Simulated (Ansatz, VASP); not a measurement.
## One calculation of Pt, two programs

The input POSCAR:

```
Pt
1.0
    0.0000000000      2.7314125730      2.7314125730
    2.7314125730      0.0000000000      2.7314125730
    2.7314125730      2.7314125730      0.0000000000
Pt
2
Direct
    0.1250000000      0.1250000000      0.1250000000
    0.8750000000      0.8750000000      0.8750000000
```

INCAR.step1

```
PREC     = Accurate       # precision mode
ENCUT    = 600            # plane-wave cutoff, eV
ISMEAR   = -1             # smearing method
SIGMA    = 0.1            # smearing width, eV
LREAL    = False          # projectors in reciprocal space
LASPH    = True           # aspherical terms in the spheres
NELM     = 60             # most SCF steps
GGA      = PE             # functional
ALGO     = Normal         # electronic algorithm
EDIFF    = 1E-4           # SCF threshold, eV
LWAVE    = True           # write WAVECAR
LCHARG   = False          # write CHGCAR
```

The input INCAR.step2:

```
PREC     = Accurate       # precision mode
ENCUT    = 600            # plane-wave cutoff, eV
EDIFF    = 1E-6           # SCF threshold, eV
ISMEAR   = -1             # smearing method
SIGMA    = 0.1            # smearing width, eV
LREAL    = False          # projectors in reciprocal space
LASPH    = True           # aspherical terms in the spheres
NELM     = 60             # most SCF steps
ALGO     = Normal         # electronic algorithm
ISIF     = 3              # what is computed and relaxed
LWAVE    = False          # write WAVECAR
LCHARG   = False          # write CHGCAR
METAGGA  = R2SCAN         # meta-GGA
LMIXTAU  = True         
IBRION   = 2              # ionic algorithm
NSW      = 80             # ionic steps
EDIFFG   = -0.01          # ionic threshold
ISTART   = 1
```

File KPOINTS:

```
regular mesh
0
Gamma
  10 10 10
```

Input for Ansatz:

```yaml
crystal:
  lattice:
    - [0.0, 2.731412573, 2.731412573]
    - [2.731412573, 0.0, 2.731412573]
    - [2.731412573, 2.731412573, 0.0]
  atoms:
    - { symbol: Pt, position: [0.125, 0.125, 0.125] }
    - { symbol: Pt, position: [0.875, 0.875, 0.875] }
hamiltonian:
  xc: r2scan
  pseudopotentials:
    kind: paw
    azcp:
      Pt: "pseudopotentials/Pt.paw.azcp"
basis:
  ecutwfc: 500
  fft_grid_basis: typed
kpoints:
  mp_grid: { grid: [10, 10, 10], shift: [0, 0, 0] }
magnetization:
  spin_polarized: false
scf:
  occupations: { method: fermi_dirac, width: 0.1 }
relax:
  max_steps: 60
  f_tol: 0.01
  cell: {}
```

Alike in both runs: task relaxation of cell and atoms; functional r2SCAN; k mesh 10 × 10 × 10; occupations fermi-dirac, width 0.1 eV; no spin polarisation.

```csv
,VASP,Ansatz
version,VASP 6.6.1,Ansatz 0.2.0
potentials or method,"VASP PAW PBE potentials, release 64 (Pt), cutoff 600 eV","plane waves (500 eV) with PAW, scalar-relativistic"
valence electrons in the cell,20,36
```

Ansatz gave:

```
relaxed volume (Å³/atom)                                     : 23.45
relaxed cell length with the largest relative difference (Å) : 4.048
```

**Question.** Estimate VASP's values.

**Answer.** Relaxed volume (Å³/atom): 23.46; relaxed cell length with the largest relative difference (Å): 4.049.

VASP's potentials were made for PBE, not for r2SCAN. VASP's potentials hold 20 valence electrons a cell and Ansatz's 36, so a difference there can come from the potentials and not from the codes.

Neither program's run includes spin-orbit coupling. Noted on VASP's run: the volume moved by over 15 % at a fixed basis, so the end points are rough.
